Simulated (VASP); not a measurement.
# TcP2 (Fm-3m) in VASP: relaxation of cell and atoms with PBEsol

Aim: the relaxation of cell and atoms of TcP2 with PBEsol.

Everything below comes from runs of VASP 6.6.1. Logs are shortened: lines on timing, memory, paths and dates and some standing lists are left out, and cuts for length are marked.

### 1 The cell of the first run

The structure is cubic, space group Fm-3m (No. 225). The conventional cell has a = 5.700 Å, b = 5.700 Å, c = 5.700 Å, α = 90.00°, β = 90.00°, γ = 90.00°. Tc (site symmetry m-3m) has 8 P at 2.47 Å within 3.3 Å. Within 3.3 Å of P (site symmetry -43m) lie 4 Tc at 2.47 Å and 6 P at 2.85 Å.

### 2 Relaxation of cell and atoms, PBEsol

File INCAR:

```
SYSTEM = TcP2
ALGO = Normal ; EDIFF = 1E-7
EDIFFG = -0.02 ; ENCUT = 500
GGA = PS ; GGA_COMPAT = .FALSE.
IBRION = 2 ; ISIF = 3
ISMEAR = -1 ; LASPH = .TRUE.
LCHARG = .FALSE. ; LREAL = .FALSE.
LWAVE = .FALSE. ; NELM = 120
NELMIN = 4 ; NSW = 50
PREC = Accurate ; SIGMA = 0.1
```

File KPOINTS:

```
k-points
0
G
  6 6 6
  0 0 0
```

File POSCAR:

```
TcP2
1.0
    0.0000000000      2.8500000000      2.8500000000
    2.8500000000      0.0000000000      2.8500000000
    2.8500000000      2.8500000000      0.0000000000
Tc P
1 2
Direct
    0.0000000000      0.0000000000      0.0000000000
    0.2500000000      0.2500000000      0.2500000000
    0.7500000000      0.7500000000      0.7500000000
```

Potentials or basis: VASP PAW PBE potentials, release 64 (Tc_pv, P).

On the command line:

```sh
> cat potpaw_PBE.64/Tc_pv/POTCAR potpaw_PBE.64/P/POTCAR > POTCAR
> mpirun -np 1 vasp_std > vasp.out
```

OUTCAR:

```text
SYSTEM = TcP2
   EDIFF = 1E-7
   EDIFFG = -0.02
   ENCUT = 500
   GGA = PS
   IBRION = 2
   ISIF = 3
   ISMEAR = -1
   LASPH = .TRUE.
   LREAL = .FALSE.
   NELM = 120
   NELMIN = 4
   NSW = 50
   PREC = Accurate

 ion  position               nearest neighbor table
   1  0.000  0.000  0.000-   2 2.47   3 2.47   3 2.47   3 2.47   3 2.47   2 2.47   2 2.47   2 2.47

   2  0.250  0.250  0.250-   1 2.47   1 2.47   1 2.47   1 2.47   3 2.85   3 2.85   3 2.85   3 2.85
                             3 2.85   3 2.85
   3  0.750  0.750  0.750-   1 2.47   1 2.47   1 2.47   1 2.47   2 2.85   2 2.85   2 2.85   2 2.85
                             2 2.85   2 2.85

  LATTYP: Found a face centered cubic cell.
 ALAT       =     5.7000000000

  Lattice vectors:

 A1 = (   0.0000000000,   2.8500000000,   2.8500000000)
 A2 = (   2.8500000000,   0.0000000000,   2.8500000000)
 A3 = (   2.8500000000,   2.8500000000,   0.0000000000)

Analysis of symmetry for initial positions (statically):
=====================================================================
 Subroutine PRICEL returns:
 Original cell was already a primitive cell.

 Routine SETGRP: Setting up the symmetry group for a
 face centered cubic supercell.

 Subroutine GETGRP returns: Found 48 space group operations
 (whereof 48 operations were pure point group operations)
 out of a pool of 48 trial point group operations.

The static configuration has the point symmetry O_h .

Analysis of symmetry for dynamics (positions and initial velocities):
=====================================================================
 Subroutine PRICEL returns:
 Original cell was already a primitive cell.

 Routine SETGRP: Setting up the symmetry group for a
 face centered cubic supercell.

 Subroutine GETGRP returns: Found 48 space group operations
 (whereof 48 operations were pure point group operations)
 out of a pool of 48 trial point group operations.

The dynamic configuration has the point symmetry O_h .

 Subroutine INISYM returns: Found 48 space group operations
 (whereof 48 operations are pure point group operations),
 and found     1 'primitive' translations

----------------------------------------------------------------------------------------

                                     Primitive cell

  volume of cell :      46.2983

  direct lattice vectors                    reciprocal lattice vectors
     0.000000000  2.850000000  2.850000000    -0.175438596  0.175438596  0.175438596
     2.850000000  0.000000000  2.850000000     0.175438596 -0.175438596  0.175438596
     2.850000000  2.850000000  0.000000000     0.175438596  0.175438596 -0.175438596

  length of vectors
     4.030508653  4.030508653  4.030508653     0.303868563  0.303868563  0.303868563

  position of ions in fractional coordinates (direct lattice)
     0.000000000  0.000000000  0.000000000
     0.250000000  0.250000000  0.250000000
     0.750000000  0.750000000  0.750000000

  ion indices of the primitive-cell ions
   primitive index   ion index
                 1           1
                 2           2
                 3           3

----------------------------------------------------------------------------------------

 KPOINTS: k-points

Automatic generation of k-mesh.
 Grid dimensions read from file:
 generate k-points for:    6    6    6

 Generating k-lattice:

  Cartesian coordinates                     Fractional coordinates (reciprocal lattice)
    -0.029239766  0.029239766  0.029239766     0.166666667  0.000000000  0.000000000
     0.029239766 -0.029239766  0.029239766     0.000000000  0.166666667  0.000000000
     0.029239766  0.029239766 -0.029239766     0.000000000  0.000000000  0.166666667

  Length of vectors
     0.050644760  0.050644760  0.050644760

  Shift w.r.t. Gamma in fractional coordinates (k-lattice)
     0.000000000  0.000000000  0.000000000

 Subroutine IBZKPT returns following result:
 ===========================================

 Found     16 irreducible k-points:

 Following reciprocal coordinates:
            Coordinates               Weight
  0.000000  0.000000  0.000000      1.000000
  0.166667  0.000000  0.000000      8.000000
  0.333333  0.000000  0.000000      8.000000
  0.500000  0.000000  0.000000      4.000000
  0.166667  0.166667  0.000000      6.000000
  0.333333  0.166667  0.000000     24.000000
[... 8 lines left out ...]
 -0.333333  0.333333  0.166667     24.000000
 -0.333333  0.500000  0.166667     12.000000
   k-points           NKPTS =     16   k-points in BZ     NKDIM =     16   number of bands    NBANDS=     15
   number of dos      NEDOS =    301   number of ions     NIONS =      3
   total plane-waves  NPLWV =  27000
   dimension x,y,z NGX =    30 NGY =   30 NGZ =   30
   dimension x,y,z NGXF=    60 NGYF=   60 NGZF=   60
   ions per type =               1   2
   NGX,Y,Z   is equivalent  to a cutoff of  12.37, 12.37, 12.37 a.u.
   NGXF,Y,Z  is equivalent  to a cutoff of  24.75, 24.75, 24.75 a.u.
 SYSTEM =  TcP2
   PREC   = accura    normal or accurate (medium, high low for compatibility)
   ISTART =      0    job   : 0-new  1-cont  2-samecut
   ICHARG =      2    charge: 1-file 2-atom 10-const
   ISPIN  =      1    spin polarized calculation?
   LNONCOLLINEAR =      F non collinear calculations
   LSORBIT =      F    spin-orbit coupling
   LASPH  =      T    aspherical Exc in radial PAW
   ENCUT  =  500.0 eV  36.75 Ry    6.06 a.u.   7.35  7.35  7.35*2*pi/ulx,y,z
   NELM   =    120;   NELMIN=  4; NELMDL= -5     # of ELM steps
   EDIFF  = 0.1E-06   stopping-criterion for ELM
   LREAL  =      F    real-space projection
   EDIFFG = -.2E-01   stopping-criterion for IOM
   NSW    =     50    number of steps for IOM
   IBRION =      2    ionic relax: 0-MD 1-quasi-New 2-CG
   NFREE  =      1    steps in history (QN), initial steepest desc. (CG)
   ISIF   =      3    stress and relaxation
   ISYM   =      2    0-nonsym 1-usesym 2-fastsym
   POTIM  = 0.5000    time-step for ionic-motion
   TEBEG  =    0.0;   TEEND  =   0.0 temperature during run
   PSTRESS=    0.0 pullay stress
   NELECT =      23.0000    total number of electrons
   NUPDOWN=      -1.0000    fix difference up-down
   EMIN   =  10.00;   EMAX   =-10.00  energy-range for DOS
   EFERMI =   0.00;   METHOD = LEGACY
   ISMEAR =    -1;   SIGMA  =   0.10  broadening in eV -4-tet -1-fermi 0-gaus
   EFERMI_NEDOS =   21; number of points for ismear=-14 and -15
   IALGO  =     38    algorithm
   IMIX   =      4    mixing-type and parameters
     AMIX     =   0.40;   BMIX     =  1.00
     AMIX_MAG =   1.60;   BMIX_MAG =  1.00
  volume/ion in A,a.u.               =      15.43       104.15
  Fermi-wavevector in a.u.,A,eV,Ry     =   1.296570  2.450162 22.872664  1.681093
  Thomas-Fermi vector in A             =   2.428018
   LORBIT       =      0    0 simple, 1 ext, 2 COOP (PROOUT), +10 PAW based schemes
   GGA     = PS    functional components
   LHFCALC =     F    Hartree Fock is set to
   AEXX    =    0.0000 exact exchange contribution
   IVDW    =     0    specifies the selected vdW correction
   LEPSILON=     F    determine dielectric tensor
   LRPA    =     F    only Hartree local field effects (RPA)
 conjugate gradient relaxation of ions
 non-spin polarized calculation
  energy-cutoff  :      500.00
  volume of cell :       46.30
 maximum number of plane-waves:      1243
 NGX is ok and might be reduce to    30
   NGX = 15   NGY = 15   NGZ = 15

--------------------------------------- Ionic step        1  -------------------------------------------

 number of electron      22.9999998 magnetization

 Free energy of the ion-electron system (eV)
  ---------------------------------------------------
  ext. energy  EPLUGINS =         0.00000000
  ---------------------------------------------------
  free energy    TOTEN  =       -23.11936980 eV

  energy without entropy =      -23.04553681  energy(sigma->0) =      -23.08245330

------------------------ aborting loop because EDIFF is reached ----------------------------------------

  FORCE on cell =-STRESS in cart. coord.  units (eV):
  Direction    XX          YY          ZZ          XY          YZ          ZX
  --------------------------------------------------------------------------------------
  -------------------------------------------------------------------------------------
  Total       -1.1738057     -1.1738057     -1.1738057      0.0000000      0.0000000     -0.0000000
  in kB      -40.6202168    -40.6202168    -40.6202168      0.0000000      0.0000000     -0.0000000
  external PRESSURE =     -40.6202168 kB  Pullay stress =       0.0000000 kB
[... 22 lines left out ...]
  energy  without entropy=      -23.0455368100  energy(sigma->0) =      -23.08245330

--------------------------------------- Ionic step        2  -------------------------------------------

 number of electron      23.0000005 magnetization

 E-fermi :  10.1746     XC(G=0): -12.0358

 val. band max:       10.0722810054   @ k =  -0.3333   0.1667   0.0000
 cond. band min:      10.2100886123   @ k =  -0.3333   0.5000   0.1667
 fundamental gap:      0.1378076069
 Fermi energy:        10.1745614000

 k-point     1 :       0.0000    0.0000    0.0000
  band No.  band energies     occupation
      1     -28.2780      2.00000
      2     -28.2780      2.00000
      3     -28.2780      2.00000
      4      -4.2075      2.00000
      5       4.0448      2.00000
      6       4.1057      2.00000
      7       4.1057      2.00000
      8       4.1057      2.00000
      9       8.3485      2.00000
     10       8.3485      2.00000
     11      12.1477      0.00000
     12      12.1477      0.00000
     13      12.1477      0.00000
     14      14.7895      0.00000
     15      14.7895      0.00000
[... 302 lines left out ...]
  energy  without entropy=      -23.0315228103  energy(sigma->0) =      -23.06758702

--------------------------------------- Ionic step        3  -------------------------------------------

 number of electron      23.0000004 magnetization

 Free energy of the ion-electron system (eV)
  ---------------------------------------------------
  ext. energy  EPLUGINS =         0.00000000
  ---------------------------------------------------
  free energy    TOTEN  =       -23.13335704 eV

  energy without entropy =      -23.06047815  energy(sigma->0) =      -23.09691760

 E-fermi :   9.6643     XC(G=0): -11.8732

 val. band max:        9.5244652863   @ k =  -0.3333   0.1667   0.0000
 cond. band min:       9.7161893020   @ k =  -0.3333   0.5000   0.1667
 fundamental gap:      0.1917240156
 Fermi energy:         9.6642606891

 k-point     1 :       0.0000    0.0000    0.0000
  band No.  band energies     occupation
      1     -28.7763      2.00000
      2     -28.7763      2.00000
      3     -28.7763      2.00000
      4      -4.4316      2.00000
      5       3.4338      2.00000
      6       3.8303      2.00000
      7       3.8303      2.00000
      8       3.8303      2.00000
      9       7.9759      2.00000
     10       7.9759      2.00000
     11      11.5842      0.00000
     12      11.5842      0.00000
     13      11.5842      0.00000
     14      14.2868      0.00000
     15      14.2868      0.00000
[... 298 lines left out ...]
  FREE ENERGIE OF THE ION-ELECTRON SYSTEM (eV)
  ---------------------------------------------------
  free  energy   TOTEN  =       -23.1333570440 eV

  energy  without entropy=      -23.0604781533  energy(sigma->0) =      -23.09691760

 reached required accuracy - stopping structural energy minimisation
```

Wall time 37 s (1 thread of AMD EPYC 7R43 (Zen 3), shared host); peak memory 0.14 GiB.

What came out:

```yaml
Free_energy: -23.1334 eV
Relaxed_volume: 15.08 Å³/atom
Relaxed_cell: a = 3.999 Å, b = 3.999 Å, c = 3.999 Å, α = 60.00°, β = 60.00°, γ = 60.00°
Space_group_after_relaxing_to_0.1_Å: Fm-3m (No. 225)
Energy_gained_by_relaxing: 4.7 meV/atom
Ionic_steps: 3
Pressure_after_relaxing: 0.0 GPa
Band_gap_on_the_k_mesh: zero (an odd number of electrons rules out a gap without spin polarisation)
```

The path:
```
step  energy change (eV)  largest force (eV/Å)  pressure (GPa)  volume (Å³)
   1              0.0000                0.0000           -4.06        46.30
   2              0.0157                0.0000            6.58        43.73
   3             -0.0140                0.0000           -0.03        45.23
```

Final structure:
```
Tc P
1.0
     0.00000    2.82786    2.82786
     2.82786    0.00000    2.82786
     2.82786    2.82786    0.00000
Tc P
1 2
Direct
  0.00000 0.00000 0.00000
  0.25000 0.25000 0.25000
  0.75000 0.75000 0.75000
```

Levels at points of the mesh, in eV from the Fermi level:
```
           k point  band 8  band 9  band 10  band 11  band 12  band 13  band 14  band 15
(0.00, 0.00, 0.00)   -5.83   -1.69    -1.69     1.92     1.92     1.92     4.62     4.62
(0.50, 0.00, 0.00)   -2.77   -1.73    -1.73    -1.12    -1.12    -1.07     3.05     4.88
(0.50, 0.50, 0.00)   -4.41   -2.28    -2.28    -1.25    -0.51     2.67     4.43     5.43
```

Caveat: the PAW data sets were made with another functional, which shifts forces and pressure a little.

The gap in the log of VASP goes by the Fermi energy; the results here count the filled bands.